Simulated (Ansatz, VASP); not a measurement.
# One calculation of Pt, two programs

File INCAR:

```
  PREC = Accurate
  ENCUT = 520
  EDIFF = 1E-6
  ISMEAR = -1
  SIGMA = 0.05
  LREAL = False
  LASPH = True
  NELM = 150
  ALGO = Normal
  ISIF = 2
  LWAVE = False
  LCHARG = False
  ISPIN = 2
  MAGMOM = 1 1
  LORBIT = 11
  LMAXMIX = 4
  GGA = PE
  NBANDS = 21
```

Contents of KPOINTS:

```
Automatic mesh
0
Gamma
  15 15 15
```

Contents of POSCAR:

```
Pt
1.0
    0.0000000000      2.8874521957      2.8874521957
    2.8874521957      0.0000000000      2.8874521957
    2.8874521957      2.8874521957      0.0000000000
Pt
2
Direct
    0.1250000000      0.1250000000      0.1250000000
    0.8750000000      0.8750000000      0.8750000000
```

Input for Ansatz:

```yaml
crystal:
  lattice:
    - [0.0, 2.8874521957, 2.8874521957]
    - [2.8874521957, 0.0, 2.8874521957]
    - [2.8874521957, 2.8874521957, 0.0]
  atoms:
    - { symbol: Pt, position: [0.125, 0.125, 0.125], spin: 1.0 }
    - { symbol: Pt, position: [0.875, 0.875, 0.875], spin: 1.0 }
hamiltonian:
  xc: pbe
  pseudopotentials:
    kind: paw
    azcp:
      Pt: "pseudopotentials/Pt.paw.azcp"
basis:
  ecutwfc: 420
  fft_grid_basis: typed
kpoints:
  mp_grid: { grid: [15, 15, 15], shift: [0, 0, 0] }
magnetization:
  spin_polarized: true
scf:
  occupations: { method: fermi_dirac, width: 0.05 }
```

Alike in both runs: task single point; functional PBE; k mesh 15 × 15 × 15; occupations fermi-dirac, width 0.05 eV; collinear spin.

|  | VASP | Ansatz |
| --- | --- | --- |
| version | VASP 6.6.1 | Ansatz 0.2.0 |
| potentials or method | VASP PAW PBE potentials, release 64 (Pt), cutoff 520 eV | plane waves (420 eV) with PAW, scalar-relativistic |
| valence electrons in the cell | 20 | 36 |

```tsv
	VASP	Ansatz	Ansatz less VASP
net moment per atom (μB)	0.23	0.21	-0.016
size of the moment on the site where the two differ most (μB)	0.22	0.19	-0.023
```

Site moments also hang on the region over which each program counts them. The functional is the same, so the differences come from potentials, cutoffs and numerics. VASP's potentials hold 20 valence electrons a cell and Ansatz's 36, so a difference there can come from the potentials and not from the codes.

Spin-orbit coupling is off throughout.
